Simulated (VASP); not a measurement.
Crystal: P.

```xyz
1
Lattice="2.5300 0.0000 0.0000 0.0000 2.5300 0.0000 0.0000 0.0000 2.5300" Properties=species:S:1:pos:R:3 pbc="T T T"
P     0.0000    0.0000    0.0000
```

This isn't the form of P at room conditions, which is orthorhombic.

| Property | Result |
| --- | --- |
| Program | VASP 6.6.1 |
| Task | relaxation of cell and atoms |
| Functional | LDA |
| Potentials or basis | VASP PAW LDA potentials, release 64 (P) |
| Cutoff | 600 eV |
| k mesh | 10 × 10 × 10 |
| Occupations | gaussian, width 0.05 eV |
| Spin | no spin polarisation |

At the start: pressure -12.7 GPa; volume 16.19 Å³/atom.

Question: How do energy, volume and symmetry change on relaxing?

Answer: Over 3 steps the energy falls by 103.6 meV/atom and the volume is 13.99 Å³/atom (-13.6 %); space group Pm-3m (No. 221, to 0.1 Å) before and after.

The path:
```tsv
step	energy change (eV)	largest force (eV/Å)	pressure (GPa)	volume (Å³)
1	0.0000	0.0000	-12.66	16.19
2	-0.0909	0.0000	6.82	13.38
3	-0.1036	0.0000	0.04	13.99
```

Final structure:
```cif
data_structure
_symmetry_space_group_name_H-M 'P 1'
_symmetry_Int_Tables_number 1
_cell_length_a 2.4097
_cell_length_b 2.4097
_cell_length_c 2.4097
_cell_angle_alpha 90.000
_cell_angle_beta 90.000
_cell_angle_gamma 90.000
_cell_volume 13.99
loop_
_atom_site_label
_atom_site_type_symbol
_atom_site_fract_x
_atom_site_fract_y
_atom_site_fract_z
_atom_site_occupancy
P1 P 0.00000 0.00000 0.00000 1
```
